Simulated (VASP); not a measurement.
# Al (P6_3/mmc) in VASP: a series of runs, part 2 of 2

VASP 6.6.1. The steps go on from the part before.

## Step 3: Single point, PBE+D3(BJ)

This run uses another cell than the first one, of 20.92 Å³/atom.

The input, INCAR:

```
PREC = Accurate
ENCUT = 520
EDIFF = 1E-6
ISMEAR = 0
SIGMA = 0.15
LREAL = F
LASPH = T
NELM = 60
ALGO = Normal
ISIF = 2
LWAVE = F
LCHARG = F
GGA = PE
IVDW = 12
NBANDS = 14
```

The input, KPOINTS:

```
regular mesh
0
Gamma
  18 18 4
```

The input, POSCAR:

```
Al
1.0
    2.9326000000      0.0000000000      0.0000000000
   -1.4663000000      2.5397060991      0.0000000000
    0.0000000000      0.0000000000     11.2371000000
Al
4
Direct
    0.0000000000      0.0000000000      0.0000000000
    0.3333333333      0.6666666667      0.2500000000
    0.0000000000      0.0000000000      0.5000000000
    0.6666666667      0.3333333333      0.7500000000
```

Potentials or basis: VASP PAW PBE potentials, release 64 (Al).

Started as:

```console
cat potpaw_PBE.64/Al/POTCAR > POTCAR
mpirun -np 1 vasp_std > vasp.out
```

OUTCAR:

```text
PREC = Accurate
   ENCUT = 520
   EDIFF = 1E-6
   ISMEAR = 0
   LREAL = F
   LASPH = T
   NELM = 60
   ISIF = 2
   GGA = PE
   IVDW = 12
 IVDW          = 12

 ion  position               nearest neighbor table
   1  0.000  0.000  0.000-   2 3.28   4 3.28   2 3.28   4 3.28   4 3.28   2 3.28
   2  0.333  0.667  0.250-   1 3.28   3 3.28   1 3.28   3 3.28   1 3.28   3 3.28
   3  0.000  0.000  0.500-   2 3.28   4 3.28   2 3.28   4 3.28   4 3.28   2 3.28
   4  0.667  0.333  0.750-   1 3.28   3 3.28   1 3.28   3 3.28   1 3.28   3 3.28

  LATTYP: Found a hexagonal cell.
 ALAT       =     2.9326000000
 C/A-ratio  =     3.8317874923

  Lattice vectors:

 A1 = (   2.9326000000,   0.0000000000,   0.0000000000)
 A2 = (  -1.4663000000,   2.5397060991,   0.0000000000)
 A3 = (   0.0000000000,   0.0000000000,  11.2371000000)

Analysis of symmetry for initial positions (statically):
=====================================================================
 Subroutine PRICEL returns:
 Original cell was already a primitive cell.

 Routine SETGRP: Setting up the symmetry group for a
 hexagonal supercell.

 Subroutine GETGRP returns: Found 24 space group operations
 (whereof 12 operations were pure point group operations)
 out of a pool of 24 trial point group operations.

The static configuration has the point symmetry D_3d.
 The point group associated with its full space group is D_6h.

Analysis of symmetry for dynamics (positions and initial velocities):
=====================================================================
 Subroutine PRICEL returns:
 Original cell was already a primitive cell.

 Routine SETGRP: Setting up the symmetry group for a
 hexagonal supercell.

 Subroutine GETGRP returns: Found 24 space group operations
 (whereof 12 operations were pure point group operations)
 out of a pool of 24 trial point group operations.

The dynamic configuration has the point symmetry D_3d.
 The point group associated with its full space group is D_6h.

 Subroutine INISYM returns: Found 24 space group operations
 (whereof 12 operations are pure point group operations),
[... 134 lines left out ...]
  volume of cell :       83.69
 maximum number of plane-waves:      2333
 NGX is ok and might be reduce to    24
   NGX = 11   NGY = 11   NGZ = 41

 number of electron      12.0000000 magnetization

 Free energy of the ion-electron system (eV)
  ---------------------------------------------------
  ext. energy  EPLUGINS =         0.00000000
  ---------------------------------------------------
  free energy    TOTEN  =       -14.19179797 eV

  energy without entropy =      -14.17102707  energy(sigma->0) =      -14.18141252

 E-fermi :   5.6668     XC(G=0):  -9.3472

 val. band max:        5.6533143799   @ k =   0.1111   0.1111   0.2500
 cond. band min:       5.6764881960   @ k =   0.5000   0.0000   0.0000
 fundamental gap:      0.0231738161
 Fermi energy:         5.6667698257

 k-point     1 :       0.0000    0.0000    0.0000
  band No.  band energies     occupation
      1      -3.8973      2.00000
      2      -2.7595      2.00000
      3      -2.7496      2.00000
      4      -0.0169      2.00000
      5       1.5468      2.00000
      6       6.4237      0.00000
      7       6.4277      0.00000
      8      13.4103      0.00000
      9      14.1493      0.00000
     10      16.7827      0.00000
     11      16.7827      0.00000
     12      17.0003      0.00000
     13      17.0003      0.00000
     14      17.6640      0.00000
[... 377 lines left out ...]
      1       0.7810      2.00000
      2       1.8878      2.00000
      3       1.8922      2.00000
      4       3.2212      2.00000
      5       4.2768      2.00000
      6       4.3219      2.00000
      7       4.7221      2.00000
      8       6.0733      0.00013
      9       6.9878      0.00000
     10       8.4633      0.00000
     11       9.2438      0.00000
     12      10.1782      0.00000
     13      10.3545      0.00000
     14      10.8213      0.00000

 [... further k-points ...]

------------------------ aborting loop because EDIFF is reached ----------------------------------------

 Edisp (eV)   -1.05589

 E8    (eV) :    -0.4722

  FORCE on cell =-STRESS in cart. coord.  units (eV):
  Direction    XX          YY          ZZ          XY          YZ          ZX
  --------------------------------------------------------------------------------------
  -------------------------------------------------------------------------------------
  Total      -5.47739    -5.47739    -6.65057     0.00000     0.00000    -0.00000
  in kB    -104.85616  -104.85616  -127.31488     0.00000     0.00000    -0.00000
  external pressure =     -112.34 kB  Pullay stress =        0.00 kB

 VOLUME and BASIS-vectors are now :
 -----------------------------------------------------------------------------
  energy-cutoff  :      520.00
  volume of cell :       83.69
      direct lattice vectors                 reciprocal lattice vectors
     2.932600000  0.000000000  0.000000000     0.340994339  0.196873174  0.000000000
    -1.466300000  2.539706099  0.000000000     0.000000000  0.393746347  0.000000000
     0.000000000  0.000000000 11.237100000     0.000000000  0.000000000  0.088990932

 POSITION                                       TOTAL-FORCE (eV/Angst)
 -----------------------------------------------------------------------------------
      0.00000      0.00000      0.00000        -0.000000      0.000000      0.000000
     -0.00000      1.69314      2.80927        -0.000000      0.000000      0.000000
      0.00000      0.00000      5.61855        -0.000000      0.000000      0.000000
      1.46630      0.84657      8.42783         0.000000     -0.000000     -0.000000
 -----------------------------------------------------------------------------------
    total drift:                               -0.000000      0.000000     -0.000000

  FREE ENERGIE OF THE ION-ELECTRON SYSTEM (eV)
  ---------------------------------------------------
  free  energy   TOTEN  =       -15.2476904300 eV

  energy  without entropy=      -15.2269195319  energy(sigma->0) =      -15.23730498
```

Run time: 58 s. Hardware: 1 thread of Intel Xeon Platinum 8488C (Sapphire Rapids), shared host; peak memory 0.26 GiB.

What came out:

| Property | Result |
| --- | --- |
| Free energy | -15.2477 eV |
| Pressure | -11.2 GPa |
| Band gap on the k mesh | zero (bands 6 and 7 overlap by 3.62 eV) |
| Dispersion energy per atom | -0.264 eV |

Stress tensor (GPa, compression positive):
```
-10.49   0.00   0.00
  0.00 -10.49   0.00
  0.00   0.00 -12.73
```

Caveat: the cell stands under tension.
